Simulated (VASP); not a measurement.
Runs of VASP 6.6.1 on Ge. The structure is that of space group Cmmm (No. 65), or close to it. The cells are those of the table. 

```tsv
cell	gap on the mesh (eV)	pressure (GPa)
a = 3.066, b = 3.066, c = 2.802 Å, angles 90.0, 90.0, 123.5°, 1 atom	none	-10.3
a = 2.829, b = 2.829, c = 2.586 Å, angles 90.0, 90.0, 123.5°, 1 atom	none	3.9
a = 2.952, b = 2.952, c = 2.698 Å, angles 90.0, 90.0, 123.5°, 1 atom	none	-5.7
a = 2.991, b = 2.991, c = 2.734 Å, angles 90.0, 90.0, 123.5°, 1 atom	none	-7.6
a = 2.912, b = 2.912, c = 2.662 Å, angles 90.0, 90.0, 123.5°, 1 atom	none	-3.3
a = 3.029, b = 3.029, c = 2.768 Å, angles 90.0, 90.0, 123.5°, 1 atom	none	(a)
a = 2.871, b = 2.871, c = 2.624 Å, angles 90.0, 90.0, 123.5°, 1 atom	none	(b)
```

Alike in all rows: task single point; level LDA; potentials or basis VASP PAW LDA potentials, release 64 (Ge_d); no spin polarisation; k mesh 12 × 12 × 11; cutoff (eV) 520; smearing fermi-dirac 0.15 eV.

**Question.** Fill in the values left out.

**Answer.** (a) -9.1; (b) -0.1.

A k mesh can miss the band edges, and the runs leave out spin-orbit coupling on Ge.

A gap of «none» marks levels without a gap at the run's occupations.
